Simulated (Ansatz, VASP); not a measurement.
**Two plane-wave programs on HPt6**

INCAR

```
SYSTEM = HPt6
ALGO = Normal
DIPOL = 0.5 0.5 0.304
EDIFF = 1E-7
ENCUT = 520
GGA = PE
IDIPOL = 3
ISIF = 2
ISMEAR = 0
LASPH = .TRUE.
LCHARG = .FALSE.
LDIPOL = .TRUE.
LREAL = .FALSE.
LWAVE = .FALSE.
NBANDS = 74
NELM = 60
PREC = Accurate
SIGMA = 0.1
```

KPOINTS

```
k-points
0
G
  6 6 1
  0 0 0
```

Contents of POSCAR:

```
HPt6
1.0
    5.6143281343      0.0000000000      0.0000000000
   -2.8071640672      4.8621507895      0.0000000000
    0.0000000000      0.0000000000     22.6192653717
Pt H
12 2
Direct
    0.3333333333      0.1666666667      0.1768404028
    0.3333333333      0.6666666667      0.1768404028
    0.8333333333      0.1666666667      0.1768404028
    0.8333333333      0.6666666667      0.1768404028
    0.1666666667      0.3333333333      0.2789526245
    0.1666666667      0.8333333333      0.2789526245
    0.6666666667      0.3333333333      0.2789526245
    0.6666666667      0.8333333333      0.2789526245
    0.0000000000      0.0000000000      0.3810585901
    0.0000000000      0.5000000000      0.3810585901
    0.5000000000      0.0000000000      0.3810585901
    0.5000000000      0.5000000000      0.3810585901
    0.1350817212      0.2701634424      0.4575420643
    0.3649182788      0.7298365576      0.4575420643
```

Input for Ansatz:

```yaml
crystal:
  lattice:
    - [5.6143281343, 0.0, 0.0]
    - [-2.8071640672, 4.8621507895, 0.0]
    - [0.0, 0.0, 22.6192653717]
  atoms:
    - { symbol: Pt, position: [0.3333333333, 0.1666666667, 0.1768404028] }
    - { symbol: Pt, position: [0.3333333333, 0.6666666667, 0.1768404028] }
    - { symbol: Pt, position: [0.8333333333, 0.1666666667, 0.1768404028] }
    - { symbol: Pt, position: [0.8333333333, 0.6666666667, 0.1768404028] }
    - { symbol: Pt, position: [0.1666666667, 0.3333333333, 0.2789526245] }
    - { symbol: Pt, position: [0.1666666667, 0.8333333333, 0.2789526245] }
    - { symbol: Pt, position: [0.6666666667, 0.3333333333, 0.2789526245] }
    - { symbol: Pt, position: [0.6666666667, 0.8333333333, 0.2789526245] }
    - { symbol: Pt, position: [0.0, 0.0, 0.3810585901] }
    - { symbol: Pt, position: [0.0, 0.5, 0.3810585901] }
    - { symbol: Pt, position: [0.5, 0.0, 0.3810585901] }
    - { symbol: Pt, position: [0.5, 0.5, 0.3810585901] }
    - { symbol: H, position: [0.1350817212, 0.2701634424, 0.4575420643] }
    - { symbol: H, position: [0.3649182788, 0.7298365576, 0.4575420643] }
basis:
  ecutwfc: 420
kpoints:
  mp_grid: { grid: [6, 6, 1] }
hamiltonian:
  xc: pbe
  pseudopotentials: { kind: paw, azcp: { folder: soft_1 } }
scf:
  occupations: { method: gaussian, width: 0.1 }
output:
  forces: true
  eigenvalues: true
  write_density: true
  write_potential: true
  elf: true
  volumetric_format: npy
efield:
  axis: 3
  dipole_correction: true
  ramp_width: 0.04
```

Alike in both runs: task single point; functional PBE; k mesh 6 × 6 × 1; occupations gaussian, width 0.1 eV; no spin polarisation.

|  | VASP | Ansatz |
| --- | --- | --- |
| version | VASP 6.6.1 | Ansatz 0.2.0 |
| potentials or method | VASP PAW PBE potentials, release 64 (Pt, H), cutoff 520 eV | scalar-relativistic, plane waves, PAW |
| valence electrons in the cell | 122 | 218 |

```tsv
	VASP	Ansatz	Ansatz less VASP
gap on the k mesh at the Fermi level (eV)	none	none	-
rms of the force components (eV/Å)	0.620	0.623	+0.0033
```

Atom by atom the forces differ by 0.008 eV/Å (rms over components). A gap of «none» marks a metal or a gap that the smearing closes. With one functional, cell and mesh, what is left measures potentials, basis and numerics. VASP's potentials hold 122 valence electrons a cell and Ansatz's 218, so a difference there can come from the potentials and not from the codes. Ansatz's warnings: xc potential rough in thin density.

Neither program's run includes spin-orbit coupling.
